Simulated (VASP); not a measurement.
C, 8 atoms in the cell. The structure is hexagonal, space group P6_3/mmc (No. 194). The conventional cell has a = 2.508 Å, b = 2.508 Å, c = 8.271 Å, α = 90.00°, β = 90.00°, γ = 120.00°. Within 2.0 Å of C (site symmetry 3m) lie 4 C at 1.54 to 1.56 Å. C (site symmetry 3m) has 4 C at 1.54 Å within 2.0 Å. 

- Program: VASP 6.6.1
- Task: single point
- Functional: PBE
- Dispersion: D3(BJ)
- Potentials or basis: VASP PAW PBE potentials, release 64 (C)
- Cutoff: 520 eV
- k mesh: 12 × 12 × 4
- Occupations: fermi-dirac, width 0.05 eV
- Spin: no spin polarisation
- Dipole correction: no
- Further INCAR settings: ALGO = Normal; EDIFF = 1e-06; NBANDS = 26

Potentials or basis: VASP PAW PBE potentials, release 64 (C).

Launch:

```sh
$ cat potpaw_PBE.64/C/POTCAR > POTCAR
$ mpirun -np 1 vasp_std > vasp.out
```

Hardware: 1 thread of Intel Xeon 8259CL, on a shared host.

Task: Estimate the wall time of this run.

Result: Run time: 72 s on 1 thread of Intel Xeon 8259CL, on a shared host, peak memory 0.21 GiB. Counts: scf iterations 12, k points 57.
